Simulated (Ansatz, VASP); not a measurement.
# H in VASP and in Ansatz

```
CELL_PARAMETERS angstrom
-3.70973 -3.70973 4.57113
-3.70973 3.70973 -4.57113
3.70973 -3.70973 -4.57113
ATOMIC_POSITIONS crystal
H 0.12984 0.01526 0.01526
H 0.49907 0.54075 0.03764
H 0.99085 0.53568 0.03976
H 0.49907 0.03764 0.54075
H 0.99085 0.03976 0.53568
H 0.50576 0.54579 0.54579
H 0.00979 0.54371 0.54371
H 0.49021 0.45629 0.45629
H 0.99424 0.45421 0.45421
H 0.50915 0.96024 0.46432
H 0.00093 0.96236 0.45925
H 0.50915 0.46432 0.96024
H 0.00093 0.45925 0.96236
H 0.37016 0.98474 0.98474
H 0.25000 0.00000 0.00000
```

Change from the starting cell: atom 15 (H) set half-way to the vacancy, atoms relaxed in the symmetry of that start.

Alike in both runs: functional PBE; k mesh 4 × 4 × 4; occupations gaussian, width 0.05 eV; no spin polarisation.

Ansatz relaxed the structure, and its values are those at the end. VASP's run is a single point on that final structure, the one shown.

|  | VASP | Ansatz |
| --- | --- | --- |
| version | VASP 6.6.1 | Ansatz 0.2.0 |
| potentials or method | VASP PAW PBE potentials, release 64 (H), cutoff 520 eV | scalar-relativistic, plane waves, PAW |
| valence electrons in the cell | 15 | 15 |

|  | VASP | Ansatz | Ansatz less VASP |
| --- | --- | --- | --- |
| gap on the k mesh at the Fermi level (eV) | none | none | - |
| pressure (GPa) | -0.2 | 0.0 | +0.14 |
| rms of the force components (eV/Å) | 0.012 | 0.007 | -0.0055 |

A gap of «none» marks a metal or a gap that the smearing closes. Ansatz's warnings: stress scf threshold loose, xc potential rough in thin density.
